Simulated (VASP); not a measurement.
The system is NbSi2.

```
Nb Si
1.0
     4.81900    0.00000    0.00000
    -2.40950    4.17338    0.00000
     0.00000    0.00000    6.59200
Nb Si
3 6
Direct
  0.50000 0.00000 0.50000
  0.50000 0.50000 0.83333
  0.00000 0.50000 0.16667
  0.15990 0.31980 0.50000
  0.84010 0.15990 0.83333
  0.68020 0.84010 0.16667
  0.84010 0.68020 0.50000
  0.15990 0.84010 0.83333
  0.31980 0.15990 0.16667
```

* Program: VASP 6.6.1
* Task: relaxation of cell and atoms
* Functional: PBEsol
* Potentials or basis: VASP PAW PBE potentials, release 64 (Nb_sv, Si)
* Cutoff: 600 eV
* k mesh: 9 × 9 × 6
* Occupations: gaussian, width 0.1 eV
* Spin: no spin polarisation

At the start: pressure -4.1 GPa; volume 14.73 Å³/atom.

How do energy, volume and symmetry change on relaxing?

Over 7 steps the energy falls by 5.1 meV/atom and the volume is 14.38 Å³/atom (-2.4 %); space group P6_222 (No. 180, to 0.05 Å).

Step by step:
| step | energy change (eV) | largest force (eV/Å) | pressure (GPa) | volume (Å³) |
| --- | --- | --- | --- | --- |
| 1 | 0.0000 | 0.0552 | -4.14 | 132.58 |
| 2 | 0.0313 | 0.0072 | 6.36 | 125.40 |
| 3 | -0.0440 | 0.0320 | 0.13 | 129.40 |
| 4 | -0.0458 | 0.0046 | -0.05 | 129.44 |
| 5 | -0.0461 | 0.0041 | -0.01 | 129.43 |
| 6 | -0.0461 | 0.0053 | -0.01 | 129.43 |
| 7 | -0.0461 | 0.0047 | -0.01 | 129.43 |

Final structure:
```xyz
9
Lattice="4.7680 0.0000 0.0000 -2.3840 4.1292 0.0000 0.0000 0.0000 6.5739" Properties=species:S:1:pos:R:3 pbc="T T T"
Nb    2.3840    0.0000    3.2870
Nb    1.1920    2.0646    5.4783
Nb   -1.1920    2.0646    1.0957
Si    0.0000    1.3183    3.2870
Si    3.6263    0.6592    5.4783
Si    1.2423    3.4700    1.0957
Si    2.3840    2.8109    3.2870
Si   -1.2423    3.4700    5.4783
Si    1.1417    0.6592    1.0957
```

Caveat: the PAW data sets were made with another functional, which shifts forces and pressure a little.
